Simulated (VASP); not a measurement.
Runs of VASP 6.6.1 on SiO2 (Stishovite). Symmetry: P4_2/mnm, No. 136, tetragonal system. Conventional cell: a = 4.177 Å, b = 4.177 Å, c = 2.665 Å, α = 90.00°, β = 90.00°, γ = 90.00°. Within 2.3 Å of Si (site symmetry mmm) lie 6 O at 1.76 to 1.81 Å. Within 2.3 Å of O (site symmetry m2m) lie 3 Si at 1.76 to 1.81 Å and 1 O at 2.29 Å. 

| k mesh | gap on the mesh (eV) | pressure (GPa) |
| --- | --- | --- |
| 3 × 3 × 4 | 5.62 | -2.6 |
| 6 × 6 × 8 | 5.62 | -2.6 |
| 4 × 4 × 6 | 5.62 | -2.6 |
| 2 × 2 × 3 | (a) | -2.5 |

Alike in all rows: task single point; level LDA; potentials or basis VASP PAW LDA potentials, release 64 (Si, O); no spin polarisation; cell as given; cutoff (eV) 520; smearing methfessel-paxton 0.1 eV.

**Question.** Estimate the missing entries.

**Answer.** (a) 5.61.

Caveats: some runs use coarse meshes.

A k mesh can miss the band edges.
